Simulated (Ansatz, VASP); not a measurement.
C in VASP and in Ansatz

```
C
1.0
     2.50339    0.00000    0.00000
    -1.25169    2.16800    0.00000
     0.00000    0.00000    4.12717
C
4
Direct
  0.33333 0.66667 0.99975
  0.66667 0.33333 0.49975
  0.33333 0.66667 0.37425
  0.66667 0.33333 0.87425
```

Change from the starting cell: strained cell.

Alike in both runs: functional r2SCAN; k mesh 9 × 9 × 6; occupations gaussian, width 0.02 eV; no spin polarisation.

Ansatz relaxed the structure, and its values are those at the end. VASP's run is a single point on that final structure, the one shown.

|  | VASP | Ansatz |
| --- | --- | --- |
| version | VASP 6.6.1 | Ansatz 0.2.0 |
| potentials or method | VASP PAW PBE potentials, release 64 (C), cutoff 520 eV | scalar-relativistic, plane waves, PAW |
| valence electrons in the cell | 16 | 16 |

```tsv
	VASP	Ansatz	Ansatz less VASP
gap on the k mesh at the Fermi level (eV)	3.53	3.57	+0.041
least direct gap on the mesh (eV)	5.07	5.12	+0.048
pressure (GPa)	5.8	4.7	-1.14
```

VASP's potentials were made for PBE, not for r2SCAN. Ansatz's warnings: stress scf threshold loose.
